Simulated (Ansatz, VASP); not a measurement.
# One calculation of Pd, two programs

File INCAR:

```
SYSTEM = Pd
ALGO = Normal ; EDIFF = 1E-6
ENCUT = 520 ; GGA = PE
ISIF = 2 ; ISMEAR = -1
LASPH = .TRUE. ; LCHARG = .TRUE.
LELF = .TRUE. ; LREAL = .FALSE.
LVHAR = .TRUE. ; LWAVE = .FALSE.
NBANDS = 11 ; NELM = 80
PREC = Accurate ; SIGMA = 0.08
```

KPOINTS

```
k-points
0
G
  15 15 15
  0 0 0
```

POSCAR

```
Pd
1.0
    2.6146366535      0.0000000000      0.0000000000
    0.0000000000      2.6146366535      0.0000000000
    0.0000000000      0.0000000000      2.6146366535
Pd
1
Direct
    0.0000000000      0.0000000000      0.0000000000
```

Input for Ansatz:

```yaml
crystal:
  lattice:
    - [2.6146366535, 0.0, 0.0]
    - [0.0, 2.6146366535, 0.0]
    - [0.0, 0.0, 2.6146366535]
  atoms:
    - { symbol: Pd, position: [0.0, 0.0, 0.0] }
kpoints:
  mp_grid: { grid: [15, 15, 15] }
scf:
  occupations: { method: fermi_dirac, width: 0.08 }
hamiltonian:
  xc: pbe
  pseudopotentials: { kind: nc }
output:
  forces: true
  stress: true
  eigenvalues: true
```

Change from the starting cell: volume scaled by 1, norm-conserving files.

Alike in both runs: task single point; functional PBE; k mesh 15 × 15 × 15; occupations fermi-dirac, width 0.08 eV; no spin polarisation.

```csv
,VASP,Ansatz
version,VASP 6.6.1,Ansatz 0.2.0
potentials or method,"VASP PAW PBE potentials, release 64 (Pd)","norm-conserving pseudopotentials, scalar-relativistic"
plane-wave cutoff (eV),520,1116
valence electrons in the cell,10,18
```

```tsv
	VASP	Ansatz	Ansatz less VASP
pressure (GPa)	-0.4	-0.1	+0.28
```

With one functional, cell and mesh, what is left measures potentials, basis and numerics. VASP's potentials hold 10 valence electrons a cell and Ansatz's 18, so a difference there can come from the potentials and not from the codes.
